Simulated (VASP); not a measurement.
SiC, 8 atoms in the cell. Symmetry: Cm, No. 8, monoclinic system. The conventional cell has a = 5.328 Å, b = 3.076 Å, c = 10.337 Å, α = 90.00°, β = 102.40°, γ = 90.00°. Si (site symmetry m) has 4 C at 1.87 to 1.94 Å within 2.5 Å. Si (site symmetry m) has 4 C at 1.87 to 1.94 Å within 2.5 Å. Si (site symmetry m) has 3 C at 1.87 Å within 2.5 Å. Si (site symmetry m) has 4 C at 1.87 to 1.94 Å within 2.5 Å. C (site symmetry m) has 4 Si at 1.87 to 1.94 Å within 2.5 Å. Within 2.5 Å of C (site symmetry m) lie 4 Si at 1.87 to 1.94 Å. Within 2.5 Å of C (site symmetry m) lie 3 Si at 1.87 Å. C (site symmetry m) has 4 Si at 1.87 to 1.94 Å within 2.5 Å. 

| Property | Result |
| --- | --- |
| Program | VASP 6.6.1 |
| Task | single point |
| Functional | LDA |
| Potentials or basis | VASP PAW LDA potentials, release 64 (Si, C) |
| Cutoff | 520 eV |
| k mesh | 10 × 10 × 3 |
| Occupations | gaussian, width 0.05 eV |
| Spin | no spin polarisation |
| Dipole correction | no |
| Further INCAR settings | ALGO = Normal; EDIFF = 1e-07; NBANDS = 26 |

Potentials or basis: VASP PAW LDA potentials, release 64 (Si, C).

Command:

```bash
$ cat potpaw_LDA.64/Si/POTCAR potpaw_LDA.64/C/POTCAR > POTCAR
$ mpirun -np 1 vasp_std > vasp.out
```

Hardware: 1 thread of AMD EPYC 7R43 64-Core Processor (Zen 3), on a shared host.

Task: How long does it take, and how much memory?

Result: Run time: 2.4 min on 1 thread of AMD EPYC 7R43 64-Core Processor (Zen 3), on a shared host, peak memory 0.22 GiB. Counts: scf iterations 15, k points 86.
